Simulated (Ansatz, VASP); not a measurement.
## One calculation of TaN, two programs

```xyz
6
Lattice="5.0370 0.0000 0.0000 -2.5185 4.3622 0.0000 0.0000 0.0000 3.1013" Properties=species:S:1:pos:R:3 pbc="T T T"
Ta    0.0000    2.9081    1.5506
Ta    2.5185    1.4541    1.5506
Ta    0.0000    0.0000    0.0000
N     1.9766    0.0000    0.0000
N     1.5302    2.6504    0.0000
N    -0.9883    1.7118    0.0000
```

Alike in both runs: task single point; functional r2SCAN; k mesh 12 × 12 × 18; occupations gaussian, width 0.15 eV; no spin polarisation.

|  | VASP | Ansatz |
| --- | --- | --- |
| version | VASP 6.6.1 | Ansatz 0.2.0 |
| potentials or method | VASP PAW PBE potentials, release 64 (Ta_pv, N), cutoff 520 eV | scalar-relativistic, plane waves, PAW |
| valence electrons in the cell | 48 | 54 |

Ansatz gave:

* gap on the k mesh at the Fermi level (eV): none
* pressure (GPa): 1.1
* traceless stress, the component that is largest in VASP (GPa): -29.26
* rms of the force components (eV/Å): 0.211

Task: Which values does VASP return?

Result: gap on the k mesh at the Fermi level (eV): none; pressure (GPa): 2.8; traceless stress, the component that is largest in VASP (GPa): -29.53; rms of the force components (eV/Å): 0.231.

VASP's potentials were made for PBE, not for r2SCAN. Atom by atom the forces differ by 0.020 eV/Å (rms over components). A gap of «none» marks a metal or a gap that the smearing closes. VASP's potentials hold 48 valence electrons a cell and Ansatz's 54, so a difference there can come from the potentials and not from the codes.

Spin-orbit coupling is off throughout.
